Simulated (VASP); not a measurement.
# Si16H8Cl in VASP: single point with PBE+D3(BJ)

Aim: the single point of Si16H8Cl with PBE+D3(BJ).

Program: VASP 6.6.1. These are calculated values, not measurements. Logs are shortened: lines on timing, memory, paths and dates and some standing lists are left out, and cuts for length are marked.

## Step 1: The cell of the first run

The cell holds a slab with vacuum, 25 atoms: a = 7.679 Å, b = 7.679 Å, c = 17.869 Å, α = 90.00°, β = 90.00°, γ = 60.00°.

## Step 2: Single point, PBE+D3(BJ), collinear spin

File INCAR:

```
SYSTEM = Si16H8Cl
  PREC = Accurate
  ENCUT = 520
  EDIFF = 1E-7
  ISMEAR = -1
  SIGMA = 0.02
  LREAL = Auto
  LASPH = .True.
  NELM = 150
  ALGO = Normal
  ISIF = 2
  LWAVE = .False.
  LCHARG = .False.
  ISPIN = 2
  MAGMOM = 0 0 0 0 0 0 0 0 0 0 0 0 0 0 0 0 0 0 0 0 0.19 0 0 0 0
  LORBIT = 11
  GGA = PE
  IVDW = 12
  NBANDS = 62
```

File KPOINTS:

```
Automatic mesh
0
Gamma
  2 2 1
  0 0 0
```

File POSCAR:

```
Si16H8Cl
1.0
    7.6791800000      0.0000000000      0.0000000000
    3.8395900000      6.6503650000      0.0000000000
    0.0000000000      0.0000000000     17.8687650000
H Si Cl
8 16 1
Direct
    0.1666666792      0.1666666416      0.0559635767
    0.6666666792      0.1666666416      0.0559635767
    0.1666666416      0.6666667168      0.0559635767
    0.6666666416      0.6666667168      0.0559635767
    0.5000364086     -0.0003559203      0.4408944323
   -0.0008539981      0.5004281720      0.4409754116
    0.5006319361      0.5001078888      0.4409924805
    0.0427048151      0.9153453983      0.4697141632
    0.1666666792      0.1666666416      0.1399088857
    0.6666666792      0.1666666416      0.1399088857
    0.1666666416      0.6666667168      0.1399088857
    0.6666666416      0.6666667168      0.1399088857
   -0.1668922579      0.3337970172      0.1820667517
    0.3333115663      0.3333601990      0.1825024841
   -0.1669078349      0.8331416396      0.1821048629
    0.3337568546      0.8331275050      0.1821207006
   -0.1687222708      0.3372757736      0.3134505379
    0.3330857588      0.3336907072      0.3137136786
   -0.1683543464      0.8319850113      0.3135619613
    0.3361026926      0.8320726757      0.3135670540
   -0.0006222535      0.0010330260      0.3479883473
    0.4992092617      0.0013913522      0.3569315507
    0.0009188027      0.4997367814      0.3570861780
    0.4991536446      0.4997794858      0.3570760486
    0.0841223601      0.8279783140      0.5369288812
```

Potentials or basis: VASP PAW PBE potentials, release 64 (H, Si, Cl).

Started as:

```bash
$ cat potpaw_PBE.64/H/POTCAR potpaw_PBE.64/Si/POTCAR potpaw_PBE.64/Cl/POTCAR > POTCAR
$ mpirun -np 1 vasp_std > vasp.out
```

OUTCAR:

```text
SYSTEM = Si16H8Cl
   PREC = Accurate
   ENCUT = 520
   EDIFF = 1E-7
   ISMEAR = -1
   LREAL = Auto
   LASPH = .True.
   NELM = 150
   ISIF = 2
   ISPIN = 2
   LORBIT = 11
   GGA = PE
   IVDW = 12
 IVDW          = 12

 ion  position               nearest neighbor table
   1  0.167  0.167  0.056-   9 1.50
   2  0.667  0.167  0.056-  10 1.50
   3  0.167  0.667  0.056-  11 1.50
   4  0.667  0.667  0.056-  12 1.50
   5  0.500  1.000  0.441-  22 1.50
   6  0.999  0.500  0.441-  23 1.50
   7  0.501  0.500  0.441-  24 1.50
   8  0.043  0.915  0.470-  25 1.33
   9  0.167  0.167  0.140-   1 1.50  13 2.34  16 2.34  14 2.34
  10  0.667  0.167  0.140-   2 1.50  15 2.34  13 2.34  14 2.34
  11  0.167  0.667  0.140-   3 1.50  16 2.34  15 2.34  14 2.34
  12  0.667  0.667  0.140-   4 1.50  13 2.34  15 2.34  16 2.34
  13  0.833  0.334  0.182-  12 2.34   9 2.34  10 2.34  17 2.35
  14  0.333  0.333  0.183-  11 2.34   9 2.34  10 2.34  18 2.34
  15  0.833  0.833  0.182-  12 2.34  10 2.34  11 2.34  19 2.35
  16  0.334  0.833  0.182-  12 2.34   9 2.34  11 2.34  20 2.35
  17  0.831  0.337  0.313-  21 2.32  23 2.34  24 2.34  13 2.35
  18  0.333  0.334  0.314-  24 2.34  22 2.34  23 2.34  14 2.34
  19  0.832  0.832  0.314-  21 2.32  23 2.34  22 2.34  15 2.35
  20  0.336  0.832  0.314-  21 2.32  22 2.34  24 2.34  16 2.35
  21  0.999  0.001  0.348-  17 2.32  20 2.32  19 2.32
  22  0.499  0.001  0.357-   5 1.50  18 2.34  20 2.34  19 2.34
  23  0.001  0.500  0.357-   6 1.50  18 2.34  17 2.34  19 2.34
  24  0.499  0.500  0.357-   7 1.50  18 2.34  17 2.34  20 2.34
  25  0.084  0.828  0.537-   8 1.33

  LATTYP: Found a hexagonal cell.
 ALAT       =     7.6791800344
 C/A-ratio  =     2.3269105451

  Lattice vectors:

 A1 = (  -3.8395900000,  -6.6503650000,   0.0000000000)
 A2 = (   7.6791800000,   0.0000000000,   0.0000000000)
 A3 = (   0.0000000000,   0.0000000000,  17.8687650000)

Analysis of symmetry for initial positions (statically):
=====================================================================
 Subroutine PRICEL returns:
 Original cell was already a primitive cell.

 Routine SETGRP: Setting up the symmetry group for a
 hexagonal supercell.

 Subroutine GETGRP returns: Found  1 space group operations
 (whereof  1 operations were pure point group operations)
 out of a pool of 24 trial point group operations.

The static configuration has the point symmetry C_1 .

Analysis of symmetry for dynamics (positions and initial velocities):
=====================================================================
 Subroutine PRICEL returns:
 Original cell was already a primitive cell.

 Routine SETGRP: Setting up the symmetry group for a
 hexagonal supercell.

 Subroutine GETGRP returns: Found  1 space group operations
 (whereof  1 operations were pure point group operations)
 out of a pool of 24 trial point group operations.

The dynamic configuration has the point symmetry C_1 .

Analysis of structural, dynamic, and magnetic symmetry:
[... 185 lines left out ...]

 val. band max:       -1.1120393617   @ k =   0.0000   0.0000   0.0000
 cond. band min:      -0.6189224759   @ k =   0.0000   0.0000   0.0000
 fundamental gap:      0.4931168858
 Fermi energy:        -0.8564951247

 spin component 1

 k-point     1 :       0.0000    0.0000    0.0000
  band No.  band energies     occupation
      1     -16.6416      1.00000
      2     -12.4202      1.00000
      3     -11.2801      1.00000
      4     -10.2303      1.00000
      5     -10.2293      1.00000
      6     -10.2159      1.00000
[... 205 lines left out ...]
     50       2.8389      0.00000
     51       2.8935      0.00000
 Fermi energy:        -0.8564951247

 spin component 2

 k-point     1 :       0.0000    0.0000    0.0000
  band No.  band energies     occupation
      1     -16.5354      1.00000
      2     -12.3775      1.00000
      3     -11.2463      1.00000
      4     -10.1988      1.00000
      5     -10.1967      1.00000
      6     -10.1588      1.00000
[... 205 lines left out ...]
     50       2.9046      0.00000
     51       2.9128      0.00000
 [bands above 51 left out]

------------------------ aborting loop because EDIFF is reached ----------------------------------------

 Edisp (eV)   -4.07784

 E8    (eV) :    -1.6925

  FORCE on cell =-STRESS in cart. coord.  units (eV):
  Direction    XX          YY          ZZ          XY          YZ          ZX
  --------------------------------------------------------------------------------------
  -------------------------------------------------------------------------------------
  Total       2.68651     2.69441    -0.20350     0.00112     0.02903     0.00599
  in kB       4.71677     4.73063    -0.35729     0.00197     0.05096     0.01051
  external pressure =        3.03 kB  Pullay stress =        0.00 kB

 VOLUME and BASIS-vectors are now :
 -----------------------------------------------------------------------------
  energy-cutoff  :      520.00
  volume of cell :      912.55
      direct lattice vectors                 reciprocal lattice vectors
     7.679180000  0.000000000  0.000000000     0.130222237 -0.075183843  0.000000000
     3.839590000  6.650365000  0.000000000     0.000000000  0.150367687  0.000000000
     0.000000000  0.000000000 17.868765000     0.000000000  0.000000000  0.055963577

 POSITION                                       TOTAL-FORCE (eV/Angst)
 -----------------------------------------------------------------------------------
      1.91979      1.10839      1.00000        -0.003035     -0.002382     -0.031556
      5.75938      1.10839      1.00000         0.002730     -0.002116     -0.031618
      3.83959      4.43358      1.00000        -0.000034      0.005317     -0.031364
      7.67918      4.43358      1.00000        -0.000479      0.002863     -0.066501
      7.67809      6.64800      7.87824         0.000687      0.001021     -0.002899
      9.59406      3.32803      7.87969        -0.002132     -0.003486     -0.003531
[... 17 lines left out ...]
      5.75204      3.32372      6.38051         0.003561      0.001979      0.005127
      3.82509      5.50636      9.59426         0.003949      0.043801     -0.096614
 -----------------------------------------------------------------------------------
    total drift:                                0.000119     -0.002314     -0.013356

  FREE ENERGIE OF THE ION-ELECTRON SYSTEM (eV)
  ---------------------------------------------------
  free  energy   TOTEN  =      -118.1117745858 eV

  energy  without entropy=     -118.1117736495  energy(sigma->0) =     -118.11177412

 total charge

# of ion       s       p       d       tot
------------------------------------------
    1        0.558   0.014   0.000   0.572
    2        0.558   0.014   0.000   0.572
    3        0.558   0.014   0.000   0.572
    4        0.558   0.014   0.000   0.572
    5        0.556   0.014   0.000   0.569
    6        0.555   0.014   0.000   0.569
[... 17 lines left out ...]
   24        0.736   0.980   0.000   1.716
   25        1.602   3.533   0.000   5.135
--------------------------------------------------
tot         17.856  19.192   0.000  37.048

 magnetization (x)

# of ion       s       p       d       tot
------------------------------------------
    1        0.001  -0.000   0.000   0.001
    2        0.001  -0.000   0.000   0.001
    3        0.001  -0.000   0.000   0.001
    4        0.007   0.000   0.000   0.007
    5       -0.000   0.000   0.000  -0.000
    6        0.000   0.000   0.000   0.000
[... 17 lines left out ...]
   24        0.001   0.001   0.000   0.002
   25        0.004   0.067   0.000   0.070
--------------------------------------------------
tot          0.053   0.332   0.000   0.385
```

Wall time 23 min (1 thread of Intel Xeon Platinum 8559C (Emerald Rapids), shared host); peak memory 1.4 GiB.

What came out:

- Free energy: -118.1118 eV
- Largest force: 0.110 eV/Å
- Band gap on the k mesh: 0.49 eV
- Net moment: 1.00 μB per cell
- Site moments: H +0.00, +0.01, -0.00 (each value once); Si -0.00, +0.02, +0.00, +0.21 (each value once); Cl +0.07 μB
- Valence electrons inside the program's atomic spheres: H 0.57, 0.56 (each value once); Si 1.72, 1.71, 1.68 (each value once); Cl 5.13
- Dispersion energy per atom: -0.163 eV

Forces on the atoms (eV/Å):
```
H   -0.003 -0.002 -0.032
H    0.003 -0.002 -0.032
H    0.000  0.005 -0.031
H    0.000  0.003 -0.067
H    0.001  0.001 -0.003
H   -0.002 -0.003 -0.004
H    0.000  0.000 -0.010
H   -0.006 -0.043  0.101
Si   0.013  0.007  0.087
Si  -0.013  0.009  0.087
Si   0.000 -0.014  0.089
Si   0.000 -0.001 -0.085
Si  -0.001 -0.007  0.002
Si   0.000  0.000 -0.003
Si   0.007  0.003  0.010
Si  -0.006  0.004  0.006
Si   0.000  0.013 -0.008
Si  -0.001  0.000 -0.002
Si  -0.008 -0.004 -0.011
Si   0.012 -0.008 -0.010
Si  -0.001 -0.004  0.009
Si   0.000 -0.006 -0.002
Si   0.000  0.003 -0.002
Si   0.004  0.002  0.005
Cl   0.004  0.044 -0.097
```

Caveat: the k points lie up to 0.47 Å⁻¹ apart.
